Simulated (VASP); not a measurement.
A run of VASP 6.6.1 is set up as follows.

File INCAR:

```
SYSTEM = Zn
PREC = Accurate
ENCUT = 520
EDIFF = 1E-7
ISMEAR = -1
SIGMA = 0.05
LREAL = .False.
LASPH = .True.
NELM = 60
ALGO = Normal
ISIF = 2
LWAVE = .False.
LCHARG = .False.
GGA = PS
NBANDS = 32
```

The input KPOINTS:

```
regular mesh
0
Gamma
  16 8 9
  0 0 0
```

POSCAR

```
Zn
1.0
   -1.2948697250      2.2427801528      0.0000000000
    0.0000000000      0.0000000000      4.9158390205
    3.8846091749      2.2427801528      0.0000000000
Zn
4
Direct
    0.5000000000      0.2500000000      0.1666666670
    0.0000000000      0.2500000000      0.6666666670
    0.0000000000      0.7500000000      0.3333333330
    0.5000000000      0.7500000000      0.8333333330
```

Potentials or basis: VASP PAW PBE potentials, release 64 (Zn).

Launch:

```bash
$ cat potpaw_PBE.64/Zn/POTCAR > POTCAR
$ mpirun -np 1 vasp_std > vasp.out
```

Task: Predict the pressure.

Result: 0.5 GPa.

Task: What does it give for the band gap on the k mesh?

Result: Zero (bands 24 and 25 overlap by 3.52 eV).

Stress tensor (GPa, compression positive):
```
 1.27 -0.22  0.00
-0.22  1.52  0.00
 0.00  0.00 -1.29
```

Caveat: the PAW data sets were made with another functional, which shifts forces and pressure a little.
